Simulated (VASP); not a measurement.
# SnSe2 (P6/mmm) in VASP: further runs, part 2 of 2

VASP 6.6.1. The steps go on from the part before.

**4. Relaxation of cell and atoms, PBEsol, target pressure 30 GPa, at which the enthalpy is minimised**

Input file INCAR:

```
SYSTEM = SnSe2
  PREC = Accurate
  ENCUT = 600
  EDIFF = 1E-6
  ISMEAR = 0
  SIGMA = 0.01
  LREAL = .FALSE.
  LASPH = .TRUE.
  NELM = 80
  ALGO = Normal
  ISIF = 3
  LWAVE = .FALSE.
  LCHARG = .FALSE.
  GGA = PS
  IBRION = 2
  NSW = 80
  EDIFFG = -0.01
  PSTRESS = 300.0
```

Input file KPOINTS:

```
Automatic mesh
0
G
  6 6 5
  0 0 0
```

Input file POSCAR:

```
SnSe2
1.0
    4.0600000000      0.0000000000      0.0000000000
   -2.0300000000      3.5160631394      0.0000000000
    0.0000000000      0.0000000000      4.4660000000
Sn Se
1 2
Direct
    0.0000000000      0.0000000000      0.0000000000
    0.3333333333      0.6666666667      0.5000000000
    0.6666666667      0.3333333333      0.5000000000
```

Potentials or basis: VASP PAW PBE potentials, release 64 (Sn_d, Se).

Run with:

```
> cat potpaw_PBE.64/Sn_d/POTCAR potpaw_PBE.64/Se/POTCAR > POTCAR
> mpirun -np 1 vasp_std > vasp.out
```

OUTCAR:

```text
SYSTEM = SnSe2
   PREC = Accurate
   ENCUT = 600
   EDIFF = 1E-6
   ISMEAR = 0
   LREAL = .FALSE.
   LASPH = .TRUE.
   NELM = 80
   ISIF = 3
   GGA = PS
   IBRION = 2
   NSW = 80
   EDIFFG = -0.01
   PSTRESS = 300.0

 ion  position               nearest neighbor table
   1  0.000  0.000  0.000-   2 3.24   3 3.24   2 3.24   3 3.24   3 3.24   3 3.24   2 3.24   2 3.24
                             3 3.24   3 3.24   2 3.24   2 3.24
   2  0.333  0.667  0.500-   3 2.34   3 2.34   3 2.34   1 3.24   1 3.24   1 3.24   1 3.24   1 3.24
                             1 3.24
   3  0.667  0.333  0.500-   2 2.34   2 2.34   2 2.34   1 3.24   1 3.24   1 3.24   1 3.24   1 3.24
                             1 3.24

  LATTYP: Found a hexagonal cell.
 ALAT       =     4.0600000000
 C/A-ratio  =     1.1000000000

  Lattice vectors:

 A1 = (   4.0600000000,   0.0000000000,   0.0000000000)
 A2 = (  -2.0300000000,   3.5160631394,   0.0000000000)
[... 714 lines left out ...]

  enthalpy is  TOTEN    =         0.6935236656 eV   P V=        9.2671414671

[... ionic steps 4 to 13 ...]

--------------------------------------- Ionic step       14  -------------------------------------------

 number of electron      25.9999997 magnetization

------------------------ aborting loop because EDIFF is reached ----------------------------------------
[... 73 lines left out ...]
--------------------------------------- Ionic step       16  -------------------------------------------

 number of electron      25.9999998 magnetization

 Free energy of the ion-electron system (eV)
  ---------------------------------------------------
  ext. energy  EPLUGINS =         0.00000000
  ---------------------------------------------------
  free energy    TOTEN  =       -10.43703377 eV

  energy without entropy =      -10.43669096  energy(sigma->0) =      -10.43686237

 E-fermi :  10.1967     XC(G=0): -11.8735

 val. band max:       10.1483995648   @ k =   0.1667   0.0000   0.4000
 cond. band min:      10.1997823203   @ k =   0.1667   0.1667   0.4000
 fundamental gap:      0.0513827556
 Fermi energy:        10.1967366018

 k-point     1 :       0.0000    0.0000    0.0000
  band No.  band energies     occupation
      1     -11.8515      2.00000
      2     -11.5517      2.00000
      3     -11.5517      2.00000
      4     -11.3864      2.00000
      5     -11.3864      2.00000
      6      -7.6191      2.00000
[... 443 lines left out ...]
  energy  without entropy=      -10.4366909631  energy(sigma->0) =      -10.43686237

  enthalpy is  TOTEN    =        -0.6845253157 eV   P V=        9.7525084562

 reached required accuracy - stopping structural energy minimisation
```

OSZICAR:

```text
N       E                     dE             d eps       ncg     rms          rms(c)
DAV:   1     0.210806989251E+03    0.21081E+03   -0.13788E+04   714   0.202E+03
DAV:   2     0.150453653867E+02   -0.19576E+03   -0.19283E+03   738   0.443E+02
DAV:   3    -0.885490184010E+01   -0.23900E+02   -0.23061E+02   927   0.129E+02
[... 143 lines left out ...]
DAV:   2    -0.104371678051E+02    0.49043E-03   -0.88979E-04   900   0.539E-01    0.630E-02
DAV:   3    -0.104370398308E+02    0.12797E-03   -0.39259E-04   937   0.320E-01    0.113E-02
DAV:   4    -0.104370365212E+02    0.33097E-05   -0.14579E-05   715   0.408E-02    0.606E-03
DAV:   5    -0.104370340624E+02    0.24588E-05   -0.10508E-06   378   0.117E-02    0.174E-03
DAV:   6    -0.104370337718E+02    0.29057E-06   -0.37323E-07   357   0.560E-03
  16 F= -.68452532E+00 E0= -.68435391E+00  d E =-.152991E-03
```

It took 2.1 min on 1 thread of Intel Xeon 6975P-C (Granite Rapids), shared host; peak memory 0.21 GiB.

Results:

- Free energy: -10.4370 eV
- Relaxed volume: 17.36 Å³/atom
- Relaxed cell: a = 4.589 Å, b = 4.589 Å, c = 2.856 Å, α = 90.00°, β = 90.00°, γ = 120.00°
- Space group after relaxing (to 0.05 Å): P6/mmm (No. 191)
- Energy change on relaxing (the enthalpy is what falls): -263.9 meV/atom
- Ionic steps: 16
- Pressure after relaxing: 30.1 GPa
- Band gap on the k mesh: zero (band 13 reaches 11.50 eV, above the bottom of band 14 at 8.11 eV)

Step by step:
```
step  energy change (eV)  largest force (eV/Å)  pressure (GPa)  volume (Å³)
   1              0.0000                0.0000           20.00        63.75
   2              0.7427                0.0000           47.13        51.63
   3              1.0718                0.0000           54.47        49.49
   4              0.5861                0.0000           51.21        48.95
   5              0.3895                0.0000           50.22        48.05
   6              1.2009                0.0000           64.57        45.29
   7              0.5208                0.0000           53.72        47.09
   8              0.7512                0.0000           57.50        46.25
   9             -0.3578                0.0000           37.88        50.03
  10             -0.8720                0.0000           28.51        52.53
  11             -0.7923                0.0000           30.06        52.09
  12             -0.7694                0.0000           30.49        51.97
  13             -0.7712                0.0000           30.45        51.98
  14             -0.7725                0.0000           30.43        51.98
  15             -0.7728                0.0000           30.43        51.98
  16             -0.7916                0.0000           30.06        52.08
```

Final structure:
```cif
data_structure
_symmetry_space_group_name_H-M 'P 1'
_symmetry_Int_Tables_number 1
_cell_length_a 4.5889
_cell_length_b 4.5889
_cell_length_c 2.8560
_cell_angle_alpha 90.000
_cell_angle_beta 90.000
_cell_angle_gamma 120.000
_cell_volume 52.08
loop_
_atom_site_label
_atom_site_type_symbol
_atom_site_fract_x
_atom_site_fract_y
_atom_site_fract_z
_atom_site_occupancy
Sn1 Sn 0.00000 0.00000 0.00000 1
Se1 Se 0.33333 0.66667 0.50000 1
Se2 Se 0.66667 0.33333 0.50000 1
```

Caveat: the cell is relaxed towards a set pressure, so the enthalpy falls and the energy may rise; the volume moved by over 15 % at a fixed basis, so the end points are rough; the PAW data sets were made with another functional, which shifts forces and pressure a little; spin-orbit coupling is left out, which moves the levels of the heavy elements.

**5. The runs side by side**

| cell | gap on the mesh (eV) | pressure (GPa) |
| --- | --- | --- |
| relaxed to 10 GPa | none | 10.0 |
| relaxed to 20 GPa | none | 20.0 |
| relaxed to 30 GPa | none | 30.1 |

Alike in all rows: task relaxation of cell and atoms; level PBEsol; potentials or basis VASP PAW PBE potentials, release 64 (Sn_d, Se); no spin polarisation; k mesh 6 × 6 × 5; cutoff (eV) 600; smearing gaussian 0.01 eV.

Caveats: the cell is relaxed towards a set pressure, so the enthalpy falls and the energy may rise; the PAW data sets were made with another functional, which shifts forces and pressure a little; spin-orbit coupling is left out, which moves the levels of the heavy elements; the volume moved by over 15 % at a fixed basis, so the end points are rough (some runs).

Total energies depend on the potentials used, so only differences within one code and one set of settings carry meaning.
